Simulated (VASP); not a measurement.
Input of a VASP 6.6.1 run:

INCAR

```
PREC = Accurate
ENCUT = 520
EDIFF = 1E-6
ISMEAR = 0
SIGMA = 0.03
LREAL = False
LASPH = True
NELM = 80
ALGO = Normal
ISIF = 2
LWAVE = False
LCHARG = False
GGA = PE
IVDW = 12
NBANDS = 17
```

The input KPOINTS:

```
Automatic mesh
0
Gamma
  10 10 10
```

POSCAR

```
PbS
1.0
    0.0000000000      3.0094750000      2.9650000000
    2.9650000000      0.0000000000      2.9650000000
    2.9650000000      3.0094750000      0.0000000000
Pb S
1 1
Direct
    0.0000000000      0.0000000000      0.0000000000
    0.5000000000      0.5000000000      0.5000000000
```

Potentials or basis: VASP PAW PBE potentials, release 64 (Pb_d, S).

The run is started by

```bash
$ cat potpaw_PBE.64/Pb_d/POTCAR potpaw_PBE.64/S/POTCAR > POTCAR
$ mpirun -np 1 vasp_std > vasp.out
```

(1) What does it give for the dispersion energy per atom?

(2) Predict the pressure.

(3) Estimate the band gap on the k mesh.

Results:

(1) -0.342 eV.

(2) -0.8 GPa.

(3) 0.41 eV, direct.

Caveat: the cell differs from its parent crystal (strain +0.0150 x Voigt [0, 1, 0, 0, 0, 0]); spin-orbit coupling is left out, which moves the levels of the heavy elements.
